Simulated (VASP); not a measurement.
Set up this calculation in VASP 6.6.1, as the native input.

- Task: single point
- Functional: PBE
- Potentials or basis: VASP PAW PBE potentials, release 64 (Gd, Al, As)
- Cutoff: 520 eV
- k mesh: 6 × 6 × 2
- Occupations: gaussian, width 0.1 eV
- Spin: collinear spin, ferromagnetic start
- Starting moments: [7.0, 0.0, 0.0, 0.0, 0.0, 0.0] μB
- Dipole correction: no
- Further INCAR settings: ALGO = Normal; EDIFF = 1e-07; NBANDS = 32

The structure of GdAl2As3 lies in POSCAR:

```
GdAl2As3
1.0
    3.4473259800      0.0000000000      0.0000000000
    0.0000000000      3.4473259800      0.0000000000
    0.0000000000      0.0000000000     10.3064988700
Gd Al As
1 2 3
Direct
    0.0000000000      0.0000000000      0.0000000000
    0.0000000000      0.0000000000      0.3342649900
    0.0000000000      0.0000000000      0.6657350100
    0.5000000000      0.5000000000      0.1837450000
    0.5000000000      0.5000000000      0.5000000000
    0.5000000000      0.5000000000      0.8162550000
```

The cell was built from a structure type or drawn by symmetry, and may not be a known phase.

These files were run (other wordings do the same):

INCAR

```
  ALGO = Normal
  EDIFF = 1E-7
  ENCUT = 520
  GGA = PE
  ISIF = 2
  ISMEAR = 0
  ISPIN = 2
  LASPH = T
  LCHARG = F
  LMAXMIX = 6
  LORBIT = 11
  LREAL = F
  LWAVE = F
  MAGMOM = 7 0 0 0 0 0
  NBANDS = 32
  NELM = 150
  PREC = Accurate
  SIGMA = 0.1
```

KPOINTS

```
k-points
0
Gamma
  6 6 2
```

Potentials or basis: VASP PAW PBE potentials, release 64 (Gd, Al, As).

Run with:

```bash
$ cat potpaw_PBE.64/Gd/POTCAR potpaw_PBE.64/Al/POTCAR potpaw_PBE.64/As/POTCAR > POTCAR
$ mpirun -np 1 vasp_std > vasp.out
```

Results of the run:

The pressure is -1.5 GPa, the largest force is 0.082 eV/Å and the band gap on the k mesh is zero (filled and empty bands overlap). The net moment is 7.04 μB per cell. The site moments are Gd +6.85; Al -0.01; As -0.05, -0.02 (each value once) μB and the valence electrons inside the program's atomic spheres are Gd 15.25; Al 0.70; As 2.75, 2.64 (each value once).

Caveat: spin-orbit coupling is left out, which moves the levels of the heavy elements; a cell with one magnetic atom can't hold antiferromagnetic order, which such compounds often take; semilocal functionals describe open f shells poorly, which spoils levels, moments and volumes.

It took 9.7 min on 1 thread of AMD EPYC 7R13 Processor (Zen 3), with other jobs on the host, peak memory 0.35 GiB.
